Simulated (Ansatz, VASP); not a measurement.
## Hf, level by level in two programs

```xyz
1
Lattice="-1.8404 1.8404 1.8404 1.8404 -1.8404 1.8404 1.8404 1.8404 -1.8404" Properties=species:S:1:pos:R:3 pbc="T T T"
Hf    0.0000    0.0000    0.0000
```

Single points on this cell with VASP 6.6.1 and Ansatz 0.2.0. Each row is one pair of runs. Alike in all rows: spin: off; smearing: fermi-dirac, width 0.05 eV.

| level | k mesh | VASP's potentials, cutoff | Ansatz's potentials, cutoff | gap on the k mesh at the Fermi level (eV), VASP | gap on the k mesh at the Fermi level (eV), Ansatz | pressure (GPa), VASP | pressure (GPa), Ansatz |
| --- | --- | --- | --- | --- | --- | --- | --- |
| r2SCAN | 10 × 10 × 10 | VASP PAW PBE potentials, release 64 (Hf_pv), 520 eV | Ansatz PAW, 500 eV | none | none | -10.5 | -10.0 |
| LDA | 10 × 10 × 10 | VASP PAW LDA potentials, release 64 (Hf_pv), 520 eV | Ansatz PAW, 420 eV | none | none | -16.2 | -16.2 |
| PBEsol | 10 × 10 × 10 | VASP PAW PBE potentials, release 64 (Hf_pv), 520 eV | Ansatz PAW, 420 eV | none | none | -13.1 | -12.9 |
| PBE0 | 6 × 6 × 6 | VASP PAW PBE potentials, release 64 (Hf_pv), 520 eV | Ansatz PAW, 420 eV | none | none | -9.5 | -7.8 |
| r2SCANh | 5 × 5 × 5 | VASP PAW PBE potentials, release 64 (Hf_pv), 520 eV | Ansatz PAW, 500 eV | none | none | -10.1 | -9.0 |

Pressure (GPa): the two programs differ by at most 1.65.

VASP's potentials hold 10 valence electrons a cell and Ansatz's 26, so a difference there can come from the potentials and not from the codes.

A gap of «none» marks a metal or a gap that the smearing closes.

The k mesh is coarse in some rows, so the values compare programs but aren't converged. Neither program's run includes spin-orbit coupling.
